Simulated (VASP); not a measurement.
## TaAl3O: single point with PBE

The system is TaAl3O.

```
CELL_PARAMETERS angstrom
5.60750 0.00000 0.00000
-2.80375 4.85624 0.00000
0.00000 0.00000 3.84994
ATOMIC_POSITIONS crystal
Ta 0.00000 0.00000 0.50000
Al 0.50000 0.00000 0.50000
Al 0.00000 0.50000 0.50000
Al 0.50000 0.50000 0.50000
O 0.00000 0.00000 0.00000
```

| Quantity | Value |
| --- | --- |
| Program | VASP 6.6.1 |
| Task | single point |
| Functional | PBE |
| Potentials or basis | VASP PAW PBE potentials, release 64 (Ta_pv, Al, O) |
| Cutoff | 520 eV |
| k mesh | 12 × 12 × 10 |
| Occupations | gaussian, width 0.1 eV |
| Spin | no spin polarisation |

```json
{
 "Pressure": "0.1 GPa",
 "Band gap on the k mesh": "zero (band 13 reaches 4.65 eV, above the bottom of band 14 at 3.37 eV)"
}
```

Stress tensor (GPa, compression positive):
```
-0.07  0.00  0.00
 0.00 -0.07  0.00
 0.00  0.00  0.46
```

Levels at points of the mesh, in eV from the Fermi level:
```
           k point  band 10  band 11  band 12  band 13  band 14  band 15  band 16  band 17
(0.00, 0.00, 0.00)    -3.39    -2.75    -0.23    -0.23     0.53     0.53     0.93     1.92
(0.50, 0.00, 0.00)    -3.42    -2.09    -1.47     0.01     0.43     1.15     2.83     3.44
(0.00, 0.00, 0.50)    -2.67    -2.51    -2.04    -0.46    -0.46     1.64     2.04     2.04
(0.50, 0.00, 0.50)    -2.93    -2.13    -1.17    -0.81    -0.68     1.48     2.02     3.37
```

Run time: 3.1 min on 1 thread of Intel(R) Xeon(R) Platinum 8488C (Sapphire Rapids), with other jobs on the host, peak memory 0.4 GiB.

Caveat: spin-orbit coupling is left out, which moves the levels of the heavy elements.
